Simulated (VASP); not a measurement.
# SiNi2 (P-6m2) in VASP: single point with r2SCAN

Aim: the single point of SiNi2 with r2SCAN.

All numbers are computed with VASP 6.6.1; they aren't measurements. Logs are shortened: lines on timing, memory, paths and dates and some standing lists are left out, and cuts for length are marked.

## 1. The cell of the first run

The structure is hexagonal, space group P-6m2 (No. 187). Conventional cell: a = 3.870 Å, b = 3.870 Å, c = 4.927 Å, α = 90.00°, β = 90.00°, γ = 120.00°. Si (site symmetry -6m2) has 11 Ni at 2.23 to 2.50 Å within 3.0 Å. Si (site symmetry -6m2) has 11 Ni at 2.23 to 2.61 Å within 3.0 Å. Ni (site symmetry 3m) has 8 Ni at 2.24 to 2.69 Å and 6 Si at 2.50 to 2.61 Å within 3.0 Å. Within 3.0 Å of Ni (site symmetry -6m2) lie 5 Si at 2.23 to 2.46 Å and 6 Ni at 2.61 Å. Within 3.0 Å of Ni (site symmetry -6m2) lie 5 Si at 2.23 to 2.46 Å and 6 Ni at 2.50 Å.

## 2. Single point, r2SCAN (atoms displaced along a vibrational mode)

POSCAR reads:

```
SiNi2
1.0
    3.8695455034      0.0000000000      0.0000000000
   -1.9347727517      3.3511247070      0.0000000000
    0.0000000000      0.0000000000      4.9268111706
Si Ni
2 4
Direct
    0.3333333333      0.6666666667      0.7500000000
    0.6666666667      0.3333333333      0.2500000000
    0.0000000000      0.0000000000     -0.0228342423
    0.0000000000      0.0000000000      0.5228342423
    0.3333333333      0.6666666667      0.2500000000
    0.6666666667      0.3333333333      0.7500000000
```

INCAR.step1 reads:

```
  PREC = Accurate
  ENCUT = 520
  ISMEAR = 0
  SIGMA = 0.15
  LREAL = F
  LASPH = T
  NELM = 100
  NBANDS = 33
  GGA = PE
  ALGO = Normal
  EDIFF = 1E-4
  LWAVE = T
  LCHARG = F
```

INCAR.step2 reads:

```
  PREC = Accurate
  ENCUT = 520
  EDIFF = 1E-7
  ISMEAR = 0
  SIGMA = 0.15
  LREAL = F
  LASPH = T
  NELM = 100
  ALGO = Normal
  ISIF = 2
  LWAVE = F
  LCHARG = F
  METAGGA = R2SCAN
  LMIXTAU = T
  NBANDS = 33
  ISTART = 1
```

KPOINTS reads:

```
regular mesh
0
Gamma
  12 12 10
```

Potentials or basis: VASP PAW PBE potentials, release 64 (Si, Ni).

Launch:

```
> cat potpaw_PBE.64/Si/POTCAR potpaw_PBE.64/Ni/POTCAR > POTCAR
> cp INCAR.step1 INCAR
> mpirun -np 1 vasp_std > vasp.out
> cp INCAR.step2 INCAR
> mpirun -np 1 vasp_std > vasp.out
```

OUTCAR:

```text
PREC = Accurate
   ENCUT = 520
   EDIFF = 1E-7
   ISMEAR = 0
   LREAL = F
   LASPH = T
   NELM = 100
   ISIF = 2
   METAGGA = R2SCAN
   ISTART = 1

 ion  position               nearest neighbor table
   1  0.333  0.667  0.750-   6 2.23   6 2.23   6 2.23   5 2.46   5 2.46   3 2.50   4 2.50   4 2.50
                             3 2.50   4 2.50   3 2.50
   2  0.667  0.333  0.250-   5 2.23   5 2.23   5 2.23   6 2.46   6 2.46   3 2.61   4 2.61   3 2.61
                             4 2.61   3 2.61   4 2.61
   3  0.000  0.000  0.977-   4 2.24   1 2.50   6 2.50   1 2.50   6 2.50   6 2.50   1 2.50   5 2.61
                             2 2.61   5 2.61   2 2.61   2 2.61   5 2.61   4 2.69
   4  0.000  0.000  0.523-   3 2.24   1 2.50   6 2.50   1 2.50   6 2.50   6 2.50   1 2.50   5 2.61
                             2 2.61   5 2.61   2 2.61   2 2.61   5 2.61   3 2.69
   5  0.333  0.667  0.250-   2 2.23   2 2.23   2 2.23   1 2.46   1 2.46   3 2.61   4 2.61   4 2.61
                             3 2.61   4 2.61   3 2.61
   6  0.667  0.333  0.750-   1 2.23   1 2.23   1 2.23   2 2.46   2 2.46   3 2.50   4 2.50   3 2.50
                             4 2.50   3 2.50   4 2.50

  LATTYP: Found a hexagonal cell.
 ALAT       =     3.8695455034
 C/A-ratio  =     1.2732273509

  Lattice vectors:

 A1 = (   3.8695455034,   0.0000000000,   0.0000000000)
 A2 = (  -1.9347727517,   3.3511247070,   0.0000000000)
 A3 = (   0.0000000000,   0.0000000000,   4.9268111706)

Analysis of symmetry for initial positions (statically):
=====================================================================
 Subroutine PRICEL returns:
 Original cell was already a primitive cell.

 Routine SETGRP: Setting up the symmetry group for a
 hexagonal supercell.

 Subroutine GETGRP returns: Found 12 space group operations
 (whereof  6 operations were pure point group operations)
 out of a pool of 24 trial point group operations.

The static configuration has the point symmetry C_3v.
 The point group associated with its full space group is D_3h.

Analysis of symmetry for dynamics (positions and initial velocities):
=====================================================================
 Subroutine PRICEL returns:
 Original cell was already a primitive cell.

 Routine SETGRP: Setting up the symmetry group for a
 hexagonal supercell.

 Subroutine GETGRP returns: Found 12 space group operations
 (whereof  6 operations were pure point group operations)
 out of a pool of 24 trial point group operations.

The dynamic configuration has the point symmetry C_3v.
 The point group associated with its full space group is D_3h.

 Subroutine INISYM returns: Found 12 space group operations
 (whereof  6 operations are pure point group operations),
 and found     1 'primitive' translations

----------------------------------------------------------------------------------------

                                     Primitive cell

  volume of cell :      63.8876

  direct lattice vectors                    reciprocal lattice vectors
     3.869545503  0.000000000  0.000000000     0.258428283  0.149203639  0.000000000
    -1.934772752  3.351124707  0.000000000     0.000000000  0.298407277  0.000000000
     0.000000000  0.000000000  4.926811171     0.000000000  0.000000000  0.202971043

  length of vectors
     3.869545503  3.869545503  4.926811171     0.298407277  0.298407277  0.202971043

  position of ions in fractional coordinates (direct lattice)
     0.333333333  0.666666667  0.750000000
     0.666666667  0.333333333  0.250000000
     0.000000000  0.000000000  0.977165758
     0.000000000  0.000000000  0.522834242
     0.333333333  0.666666667  0.250000000
     0.666666667  0.333333333  0.750000000

  ion indices of the primitive-cell ions
   primitive index   ion index
                 1           1
                 2           2
                 3           3
                 4           4
                 5           5
                 6           6

----------------------------------------------------------------------------------------

 KPOINTS: regular mesh

Automatic generation of k-mesh.
 Grid dimensions read from file:
 generate k-points for:   12   12   10

 Generating k-lattice:

  Cartesian coordinates                     Fractional coordinates (reciprocal lattice)
     0.021535690  0.012433637  0.000000000     0.083333333  0.000000000  0.000000000
     0.000000000  0.024867273  0.000000000     0.000000000  0.083333333  0.000000000
     0.000000000  0.000000000  0.020297104     0.000000000  0.000000000  0.100000000

  Length of vectors
     0.024867273  0.024867273  0.020297104

  Shift w.r.t. Gamma in fractional coordinates (k-lattice)
     0.000000000  0.000000000  0.000000000

 Subroutine IBZKPT returns following result:
 ===========================================

 Found    114 irreducible k-points:

 Following reciprocal coordinates:
            Coordinates               Weight
  0.000000  0.000000  0.000000      1.000000
  0.083333  0.000000  0.000000      6.000000
  0.166667  0.000000  0.000000      6.000000
  0.250000 -0.000000  0.000000      6.000000
  0.333333  0.000000  0.000000      6.000000
  0.416667  0.000000  0.000000      6.000000
[... 16 lines left out ...]
  0.250000 -0.000000  0.100000     12.000000
  0.333333  0.000000  0.100000     12.000000
 [... further k-points ...]
   k-points           NKPTS =    114   k-points in BZ     NKDIM =    114   number of bands    NBANDS=     33
   number of dos      NEDOS =    301   number of ions     NIONS =      6
   total plane-waves  NPLWV =  36000
   dimension x,y,z NGX =    30 NGY =   30 NGZ =   40
   dimension x,y,z NGXF=    60 NGYF=   60 NGZF=   80
   ions per type =               2   4
   NGX,Y,Z   is equivalent  to a cutoff of  12.89, 12.89, 13.50 a.u.
   NGXF,Y,Z  is equivalent  to a cutoff of  25.78, 25.78, 26.99 a.u.
 SYSTEM =  unknown system
   PREC   = accura    normal or accurate (medium, high low for compatibility)
   ISTART =      1    job   : 0-new  1-cont  2-samecut
   ICHARG =      0    charge: 1-file 2-atom 10-const
   ISPIN  =      1    spin polarized calculation?
   LNONCOLLINEAR =      F non collinear calculations
   LSORBIT =      F    spin-orbit coupling
   LASPH  =      T    aspherical Exc in radial PAW
   ENCUT  =  520.0 eV  38.22 Ry    6.18 a.u.   7.19  7.19  9.16*2*pi/ulx,y,z
   NELM   =    100;   NELMIN=  2; NELMDL=  0     # of ELM steps
   EDIFF  = 0.1E-06   stopping-criterion for ELM
   LREAL  =      F    real-space projection
   EDIFFG = 0.1E-05   stopping-criterion for IOM
   NSW    =      0    number of steps for IOM
   IBRION =     -1    ionic relax: 0-MD 1-quasi-New 2-CG
   NFREE  =      0    steps in history (QN), initial steepest desc. (CG)
   ISIF   =      2    stress and relaxation
   ISYM   =      2    0-nonsym 1-usesym 2-fastsym
   POTIM  = 0.5000    time-step for ionic-motion
   TEBEG  =    0.0;   TEEND  =   0.0 temperature during run
   PSTRESS=    0.0 pullay stress
   NELECT =      48.0000    total number of electrons
   NUPDOWN=      -1.0000    fix difference up-down
   EMIN   =  10.00;   EMAX   =-10.00  energy-range for DOS
   EFERMI =   0.00;   METHOD = LEGACY
   ISMEAR =     0;   SIGMA  =   0.15  broadening in eV -4-tet -1-fermi 0-gaus
   EFERMI_NEDOS =   21; number of points for ismear=-14 and -15
   IALGO  =     38    algorithm
   IMIX   =      4    mixing-type and parameters
     AMIX     =   0.40;   BMIX     =  1.00
     AMIX_MAG =   1.60;   BMIX_MAG =  1.00
  volume/ion in A,a.u.               =      10.65        71.86
  Fermi-wavevector in a.u.,A,eV,Ry     =   1.488275  2.812431 30.136380  2.214961
  Thomas-Fermi vector in A             =   2.601330
   LORBIT       =      0    0 simple, 1 ext, 2 COOP (PROOUT), +10 PAW based schemes
   METAGGA = R2SCAN    functional components
   LHFCALC =     F    Hartree Fock is set to
   AEXX    =    0.0000 exact exchange contribution
   IVDW    =     0    specifies the selected vdW correction
   LEPSILON=     F    determine dielectric tensor
   LRPA    =     F    only Hartree local field effects (RPA)
 non-spin polarized calculation
 Gauss-broadening in eV      SIGMA  =   0.15
  energy-cutoff  :      520.00
  volume of cell :       63.89
 maximum number of plane-waves:      1737
 NGX is ok and might be reduce to    30
   NGX = 15   NGY = 15   NGZ = 19

 number of electron      47.9999982 magnetization

 Free energy of the ion-electron system (eV)
  ---------------------------------------------------
  ext. energy  EPLUGINS =         0.00000000
  ---------------------------------------------------
  free energy    TOTEN  =       -67.99787684 eV

  energy without entropy =      -67.95953138  energy(sigma->0) =      -67.97870411

 E-fermi :  11.3535     XC(G=0): -14.1403

 val. band max:       11.3521921945   @ k =   0.4167   0.0000   0.3000
 cond. band min:      11.3536530287   @ k =   0.1667   0.1667   0.1000
 fundamental gap:      0.0014608342
 Fermi energy:        11.3534935091

 k-point     1 :       0.0000    0.0000    0.0000
  band No.  band energies     occupation
      1      -2.0471      2.00000
      2       2.7243      2.00000
      3       4.4421      2.00000
      4       5.8489      2.00000
      5       5.8489      2.00000
      6       7.1774      2.00000
[... 25 lines left out ...]
     32      17.6145      0.00000
     33      20.2458      0.00000

 k-point     2 :       0.0833    0.0000    0.0000
  band No.  band energies     occupation
      1      -1.9518      2.00000
      2       2.7403      2.00000
      3       4.5092      2.00000
      4       5.8345      2.00000
      5       5.8977      2.00000
      6       6.8546      2.00000
[... 25 lines left out ...]
     32      18.1361      0.00000
     33      19.5402      0.00000
[... 754 lines left out ...]
     32      18.4879      0.00000
     33      19.1398      0.00000

 k-point    24 :       0.3333    0.0000    0.1000
  band No.  band energies     occupation
      1      -0.5306      2.00000
      2       2.4681      2.00000
      3       4.4825      2.00000
      4       5.4198      2.00000
      5       6.4650      2.00000
      6       6.5718      2.00000
[... 25 lines left out ...]
     32      18.8804      0.00000
     33      20.0727      0.00000

 [... further k-points ...]

------------------------ aborting loop because EDIFF is reached ----------------------------------------

  FORCE on cell =-STRESS in cart. coord.  units (eV):
  Direction    XX          YY          ZZ          XY          YZ          ZX
  --------------------------------------------------------------------------------------
  -------------------------------------------------------------------------------------
  Total        0.6054800      0.6054800      1.8700802      0.0000000      0.0000000      0.0000000
  in kB       15.1842689     15.1842689     46.8980020      0.0000000      0.0000000      0.0000000
  external PRESSURE =      25.7555133 kB  Pullay stress =       0.0000000 kB

 VOLUME and BASIS-vectors are now :
 -----------------------------------------------------------------------------
  energy-cutoff  :      520.00
  volume of cell :       63.89
      direct lattice vectors                 reciprocal lattice vectors
     3.869545503  0.000000000  0.000000000     0.258428283  0.149203639  0.000000000
    -1.934772752  3.351124707  0.000000000     0.000000000  0.298407277  0.000000000
     0.000000000  0.000000000  4.926811171     0.000000000  0.000000000  0.202971043

 POSITION                                       TOTAL-FORCE (eV/Angst)
 -----------------------------------------------------------------------------------
     -0.00000      2.23408      3.69511         0.000000     -0.000000      0.000000
      1.93477      1.11704      1.23170         0.000000     -0.000000      0.000000
      0.00000      0.00000      4.81431        -0.000000     -0.000000      2.540343
      0.00000      0.00000      2.57591        -0.000000     -0.000000     -2.540343
     -0.00000      2.23408      1.23170        -0.000000      0.000000      0.000000
      1.93477      1.11704      3.69511         0.000000      0.000000      0.000000
 -----------------------------------------------------------------------------------
    total drift:                                0.000004     -0.000002     -0.000000

  FREE ENERGIE OF THE ION-ELECTRON SYSTEM (eV)
  ---------------------------------------------------
  free  energy   TOTEN  =       -67.9978768402 eV

  energy  without entropy=      -67.9595313827  energy(sigma->0) =      -67.97870411
```

Wall time 32 min (1 thread of Intel Xeon 8259CL, shared host); peak memory 0.33 GiB.

What came out:

```
Free energy            : -67.9979 eV
Pressure               : 2.6 GPa
Largest force          : 2.540 eV/Å
Band gap on the k mesh : zero (bands 24 and 25 overlap by 3.58 eV)
```

Forces on the atoms (eV/Å):
```
Si   0.000  0.000  0.000
Si   0.000  0.000  0.000
Ni   0.000  0.000  2.540
Ni   0.000  0.000 -2.540
Ni   0.000  0.000  0.000
Ni   0.000  0.000  0.000
```

Caveat: the cell differs from its parent crystal (atoms displaced along a vibrational mode); the PAW data sets were made with another functional, which shifts forces and pressure a little. Spin polarisation is off, so any magnetic state and its effect on volume and gap are missing.
